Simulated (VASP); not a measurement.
# InWS4 (P6mm) in VASP: a series of runs

Runs on InWS4. Level: PBE. Tasks: single point.

Program: VASP 6.6.1. These are calculated values, not measurements. Logs are shortened: lines on timing, memory, paths and dates and some standing lists are left out, and cuts for length are marked.

**1. The cell of the first run**

Symmetry: P6mm, No. 183, hexagonal system. The conventional cell has a = 4.358 Å, b = 4.358 Å, c = 8.052 Å, α = 90.00°, β = 90.00°, γ = 120.00°. Within 3.6 Å of In (site symmetry 6mm) lie 1 W at 2.73 Å and 6 S at 2.86 Å. W (site symmetry 6mm) has 6 S at 2.52 Å and 1 In at 2.73 Å within 3.3 Å. S (site symmetry 3m) has 3 S at 2.52 Å and 3 W at 2.52 Å within 3.3 Å. Within 3.3 Å of S (site symmetry 3m) lie 3 S at 2.52 Å and 3 In at 2.86 Å.

**2. Single point, PBE, collinear spin, zero start**

INCAR reads:

```
ALGO = Normal
EDIFF = 1E-6
ENCUT = 520
GGA = PE
ISIF = 2
ISMEAR = 0
ISPIN = 2
LASPH = True
LCHARG = False
LMAXMIX = 4
LORBIT = 11
LREAL = False
LWAVE = False
MAGMOM = 0 0 0 0 0 0
NBANDS = 38
NELM = 150
PREC = Accurate
SIGMA = 0.1
```

KPOINTS reads:

```
k-points
0
Gamma
  3 3 4
```

POSCAR reads:

```
InWS4
1.0
    4.3580319581      0.0000000021      0.0000000000
   -2.1790159809      3.7741663852      0.0000000000
    0.0000000000      0.0000000000      8.0518445809
In W S
1 1 4
Direct
    0.0000000000      0.0000000000      0.4220394843
    0.0000000000      0.0000000000      0.7611858386
    0.3333333333      0.6666666667      0.7655159803
    0.6666666667      0.3333333333      0.7655159803
    0.3333333333      0.6666666667      0.2530334432
    0.6666666667      0.3333333333      0.2530334432
```

Potentials or basis: VASP PAW PBE potentials, release 64 (In_d, W_sv, S).

On the command line:

```bash
$ cat potpaw_PBE.64/In_d/POTCAR potpaw_PBE.64/W_sv/POTCAR potpaw_PBE.64/S/POTCAR > POTCAR
$ mpirun -np 1 vasp_std > vasp.out
```

OUTCAR:

```text
EDIFF = 1E-6
   ENCUT = 520
   GGA = PE
   ISIF = 2
   ISMEAR = 0
   ISPIN = 2
   LASPH = True
   LORBIT = 11
   LREAL = False
   NELM = 150
   PREC = Accurate

 ion  position               nearest neighbor table
   1  0.000  0.000  0.422-   2 2.73   5 2.86   6 2.86   6 2.86   5 2.86   6 2.86   5 2.86
   2  0.000  0.000  0.761-   3 2.52   4 2.52   4 2.52   3 2.52   4 2.52   3 2.52   1 2.73
   3  0.333  0.667  0.766-   4 2.52   4 2.52   4 2.52   2 2.52   2 2.52   2 2.52
   4  0.667  0.333  0.766-   3 2.52   3 2.52   3 2.52   2 2.52   2 2.52   2 2.52
   5  0.333  0.667  0.253-   6 2.52   6 2.52   6 2.52   1 2.86   1 2.86   1 2.86
   6  0.667  0.333  0.253-   5 2.52   5 2.52   5 2.52   1 2.86   1 2.86   1 2.86

  LATTYP: Found a hexagonal cell.
 ALAT       =     4.3580319581
 C/A-ratio  =     1.8475873188

  Lattice vectors:

 A1 = (   4.3580319581,   0.0000000021,   0.0000000000)
 A2 = (  -2.1790159809,   3.7741663852,   0.0000000000)
 A3 = (   0.0000000000,   0.0000000000,   8.0518445809)

Analysis of symmetry for initial positions (statically):
=====================================================================
 Subroutine PRICEL returns:
 Original cell was already a primitive cell.

 Routine SETGRP: Setting up the symmetry group for a
 hexagonal supercell.

 Subroutine GETGRP returns: Found 12 space group operations
 (whereof 12 operations were pure point group operations)
 out of a pool of 24 trial point group operations.

The static configuration has the point symmetry C_6v.

Analysis of symmetry for dynamics (positions and initial velocities):
=====================================================================
 Subroutine PRICEL returns:
 Original cell was already a primitive cell.

 Routine SETGRP: Setting up the symmetry group for a
 hexagonal supercell.

 Subroutine GETGRP returns: Found 12 space group operations
 (whereof 12 operations were pure point group operations)
 out of a pool of 24 trial point group operations.

The dynamic configuration has the point symmetry C_6v.

Analysis of structural, dynamic, and magnetic symmetry:
=====================================================================
 Subroutine PRICEL returns:
 Original cell was already a primitive cell.

 Routine SETGRP: Setting up the symmetry group for a
 hexagonal supercell.

 Subroutine GETGRP returns: Found 12 space group operations
 (whereof 12 operations were pure point group operations)
 out of a pool of 24 trial point group operations.

The overall configuration has the point symmetry C_6v.

 Subroutine INISYM returns: Found 12 space group operations
 (whereof 12 operations are pure point group operations),
 and found     1 'primitive' translations

----------------------------------------------------------------------------------------

                                     Primitive cell

  volume of cell :     132.4362

  direct lattice vectors                    reciprocal lattice vectors
     4.358031958  0.000000002  0.000000000     0.229461374  0.132479586  0.000000000
    -2.179015981  3.774166385  0.000000000    -0.000000000  0.264959172  0.000000000
     0.000000000  0.000000000  8.051844581     0.000000000  0.000000000  0.124195144

  length of vectors
     4.358031958  4.358031958  8.051844581     0.264959172  0.264959172  0.124195144

  position of ions in fractional coordinates (direct lattice)
     0.000000000  0.000000000  0.422039484
     0.000000000  0.000000000  0.761185839
     0.333333333  0.666666667  0.765515980
     0.666666667  0.333333333  0.765515980
     0.333333333  0.666666667  0.253033443
     0.666666667  0.333333333  0.253033443

  ion indices of the primitive-cell ions
   primitive index   ion index
                 1           1
                 2           2
                 3           3
                 4           4
                 5           5
                 6           6

[... 29 lines left out ...]
  0.333333  0.000000  0.000000      6.000000
  0.333333  0.333333  0.000000      2.000000
  0.000000  0.000000  0.250000      2.000000
  0.333333  0.000000  0.250000     12.000000
  0.333333  0.333333  0.250000      4.000000
  0.000000  0.000000  0.500000      1.000000
  0.333333  0.000000  0.500000      6.000000
  0.333333  0.333333  0.500000      2.000000
   k-points           NKPTS =      9   k-points in BZ     NKDIM =      9   number of bands    NBANDS=     38
   number of dos      NEDOS =    301   number of ions     NIONS =      6
   total plane-waves  NPLWV =  61440
   dimension x,y,z NGX =    32 NGY =   32 NGZ =   60
   dimension x,y,z NGXF=    64 NGYF=   64 NGZF=  120
   ions per type =               1   1   4
   NGX,Y,Z   is equivalent  to a cutoff of  12.21, 12.21, 12.39 a.u.
   NGXF,Y,Z  is equivalent  to a cutoff of  24.41, 24.41, 24.78 a.u.
 SYSTEM =  unknown system
   PREC   = accura    normal or accurate (medium, high low for compatibility)
   ISTART =      0    job   : 0-new  1-cont  2-samecut
   ICHARG =      2    charge: 1-file 2-atom 10-const
   ISPIN  =      2    spin polarized calculation?
   LNONCOLLINEAR =      F non collinear calculations
   LSORBIT =      F    spin-orbit coupling
   LASPH  =      T    aspherical Exc in radial PAW
   ENCUT  =  520.0 eV  38.22 Ry    6.18 a.u.   8.10  8.10 14.97*2*pi/ulx,y,z
   NELM   =    150;   NELMIN=  2; NELMDL= -5     # of ELM steps
   EDIFF  = 0.1E-05   stopping-criterion for ELM
   LREAL  =      F    real-space projection
   EDIFFG = 0.1E-04   stopping-criterion for IOM
   NSW    =      0    number of steps for IOM
   IBRION =     -1    ionic relax: 0-MD 1-quasi-New 2-CG
   NFREE  =      0    steps in history (QN), initial steepest desc. (CG)
   ISIF   =      2    stress and relaxation
   ISYM   =      2    0-nonsym 1-usesym 2-fastsym
   POTIM  = 0.5000    time-step for ionic-motion
   TEBEG  =    0.0;   TEEND  =   0.0 temperature during run
   PSTRESS=    0.0 pullay stress
   NELECT =      51.0000    total number of electrons
   NUPDOWN=      -1.0000    fix difference up-down
   EMIN   =  10.00;   EMAX   =-10.00  energy-range for DOS
   EFERMI =   0.00;   METHOD = LEGACY
   ISMEAR =     0;   SIGMA  =   0.10  broadening in eV -4-tet -1-fermi 0-gaus
   EFERMI_NEDOS =   21; number of points for ismear=-14 and -15
   IALGO  =     38    algorithm
   IMIX   =      4    mixing-type and parameters
     AMIX     =   0.40;   BMIX     =  1.00
     AMIX_MAG =   1.60;   BMIX_MAG =  1.00
  volume/ion in A,a.u.               =      22.07       148.95
  Fermi-wavevector in a.u.,A,eV,Ry     =   1.191048  2.250754 19.301163  1.418595
  Thomas-Fermi vector in A             =   2.327119
   LORBIT       =     11    0 simple, 1 ext, 2 COOP (PROOUT), +10 PAW based schemes
   GGA     = PE    functional components
   LHFCALC =     F    Hartree Fock is set to
   AEXX    =    0.0000 exact exchange contribution
   IVDW    =     0    specifies the selected vdW correction
   LEPSILON=     F    determine dielectric tensor
   LRPA    =     F    only Hartree local field effects (RPA)
 spin polarized calculation
 Gauss-broadening in eV      SIGMA  =   0.10
  energy-cutoff  :      520.00
  volume of cell :      132.44
 maximum number of plane-waves:      3574
   NGX = 17   NGY = 17   NGZ = 29

 number of electron      51.0000008 magnetization      -0.0000162

 number of electron      51.0000009 magnetization       0.0030911

 Free energy of the ion-electron system (eV)
  ---------------------------------------------------
  ext. energy  EPLUGINS =         0.00000000
  ---------------------------------------------------
  free energy    TOTEN  =       -30.14537150 eV

  energy without entropy =      -30.11789356  energy(sigma->0) =      -30.13163253

 E-fermi :   5.1503     XC(G=0):  -9.7022

 val. band max:        5.1263396050   @ k =   0.3333   0.0000   0.0000
 cond. band min:       5.1588356741   @ k =   0.0000   0.0000   0.5000
 fundamental gap:      0.0324960691
 Fermi energy:         5.1503015143

 spin component 1

 k-point     1 :       0.0000    0.0000    0.0000
  band No.  band energies     occupation
      1     -69.0336      1.00000
      2     -33.2972      1.00000
      3     -33.2972      1.00000
      4     -33.1068      1.00000
      5     -10.7014      1.00000
      6      -9.5495      1.00000
[... 349 lines left out ...]
     36      10.3748      0.00000
     37      13.3683      0.00000
 Fermi energy:         5.1503015143

 spin component 2

 k-point     1 :       0.0000    0.0000    0.0000
  band No.  band energies     occupation
      1     -69.0328      1.00000
      2     -33.2963      1.00000
      3     -33.2963      1.00000
      4     -33.1054      1.00000
      5     -10.7015      1.00000
      6      -9.5490      1.00000
[... 349 lines left out ...]
     36      10.3753      0.00000
     37      13.3685      0.00000
 [bands above 37 left out]

------------------------ aborting loop because EDIFF is reached ----------------------------------------

  FORCE on cell =-STRESS in cart. coord.  units (eV):
  Direction    XX          YY          ZZ          XY          YZ          ZX
  --------------------------------------------------------------------------------------
  -------------------------------------------------------------------------------------
  Total       -0.0020216     -0.0020216      0.2725448      0.0000000     -0.0000000      0.0000000
  in kB       -0.0244566     -0.0244566      3.2971720      0.0000000     -0.0000000      0.0000000
  external PRESSURE =       1.0827529 kB  Pullay stress =       0.0000000 kB

 VOLUME and BASIS-vectors are now :
 -----------------------------------------------------------------------------
  energy-cutoff  :      520.00
  volume of cell :      132.44
      direct lattice vectors                 reciprocal lattice vectors
     4.358031958  0.000000002  0.000000000     0.229461374  0.132479586  0.000000000
    -2.179015981  3.774166385  0.000000000    -0.000000000  0.264959172  0.000000000
     0.000000000  0.000000000  8.051844581     0.000000000  0.000000000  0.124195144

 POSITION                                       TOTAL-FORCE (eV/Angst)
 -----------------------------------------------------------------------------------
      0.00000      0.00000      3.39820         0.000000     -0.000000     -0.006982
      0.00000      0.00000      6.12895         0.000000      0.000000     -0.000829
     -0.00000      2.51611      6.16382         0.000000     -0.000000     -0.000548
      2.17902      1.25806      6.16382        -0.000000      0.000000     -0.000548
     -0.00000      2.51611      2.03739         0.000000      0.000000      0.004453
      2.17902      1.25806      2.03739        -0.000000     -0.000000      0.004453
 -----------------------------------------------------------------------------------
    total drift:                                0.000000      0.000000      0.000785

  FREE ENERGIE OF THE ION-ELECTRON SYSTEM (eV)
  ---------------------------------------------------
  free  energy   TOTEN  =       -30.1453715021 eV

  energy  without entropy=      -30.1178935620  energy(sigma->0) =      -30.13163253

 total charge

# of ion       s       p       d       tot
------------------------------------------
    1        0.910   0.503   9.893  11.305
    2        2.309   6.206   3.351  11.866
    3        1.370   2.265   0.000   3.635
    4        1.370   2.265   0.000   3.635
    5        1.425   2.161   0.000   3.585
    6        1.425   2.161   0.000   3.585
--------------------------------------------------
tot          8.808  15.561  13.244  37.612

 magnetization (x)

# of ion       s       p       d       tot
------------------------------------------
    1       -0.000   0.000   0.000   0.000
    2        0.000   0.000   0.002   0.002
    3       -0.000  -0.000   0.000  -0.000
    4       -0.000  -0.000   0.000  -0.000
    5        0.000   0.000   0.000   0.000
    6        0.000   0.000   0.000   0.000
--------------------------------------------------
tot          0.000   0.000   0.002   0.002
```

It took 56 s on 1 thread of Intel Xeon 6975P-C (Granite Rapids), shared host; peak memory 0.32 GiB.

What came out:

* Free energy: -30.1454 eV
* Pressure: 0.1 GPa
* Largest force: 0.007 eV/Å
* Net moment: 0.00 μB per cell
* Valence electrons inside the program's atomic spheres: In 11.30; W 11.87; S 3.63, 3.58

Forces on the atoms (eV/Å):
```
In   0.000  0.000 -0.007
W    0.000  0.000 -0.001
S    0.000  0.000 -0.001
S    0.000  0.000 -0.001
S    0.000  0.000  0.004
S    0.000  0.000  0.004
```

Levels at points of the mesh, in eV from the Fermi level:
Spin up:
```tsv
k point	band 22	band 23	band 24	band 25	band 26	band 27	band 28	band 29	band 30	band 31
(0.00, 0.00, 0.00)	-1.38	-0.89	-0.89	-0.38	-0.08	-0.08	0.58	1.45	3.80	4.20
(0.00, 0.00, 0.50)	-1.33	-0.99	-0.99	-0.21	0.01	0.01	0.38	0.84	3.91	4.20
```
Spin down:
```
           k point  band 24  band 25  band 26  band 27  band 28  band 29
(0.00, 0.00, 0.00)    -0.89    -0.38    -0.08    -0.08     0.59     1.45
(0.00, 0.00, 0.50)    -0.99    -0.21     0.01     0.01     0.38     0.84
```

Caveat: the k points lie up to 0.55 Å⁻¹ apart; spin-orbit coupling is left out, which moves the levels of the heavy elements; this functional lacks dispersion, which binds the layers, so the pressure and a relaxed spacing across them are unreliable.

(Part 1 of 2 ends here.)
